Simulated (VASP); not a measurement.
Ta, 2 atoms in the cell. The typed cell holds 2 atoms: a = 3.019 Å, b = 2.983 Å, c = 5.200 Å, α = 94.33°, β = 90.69°, γ = 127.27°.  This cell differs from its parent crystal: atoms moved at random and the cell strained at random.

- Program: VASP 6.6.1
- Task: single point
- Functional: LDA
- Potentials or basis: VASP PAW LDA potentials, release 64 (Ta_pv)
- Cutoff: 520 eV
- k mesh: 12 × 12 × 8
- Occupations: gaussian, width 0.15 eV
- Spin: no spin polarisation
- Dipole correction: no
- Further INCAR settings: ALGO = Fast; EDIFF = 1e-07; NBANDS = 18

Potentials or basis: VASP PAW LDA potentials, release 64 (Ta_pv).

The run is started by

```bash
$ cat potpaw_LDA.64/Ta_pv/POTCAR > POTCAR
$ mpirun -np 1 vasp_std > vasp.out
```

Hardware: 1 thread of Intel Xeon 8259CL, on a shared host.

Problem. Estimate the wall time of this run.

Solution. Run time: 6.5 min on 1 thread of Intel Xeon 8259CL (shared host), peak memory 0.37 GiB. Counts: scf iterations 15, k points 580.
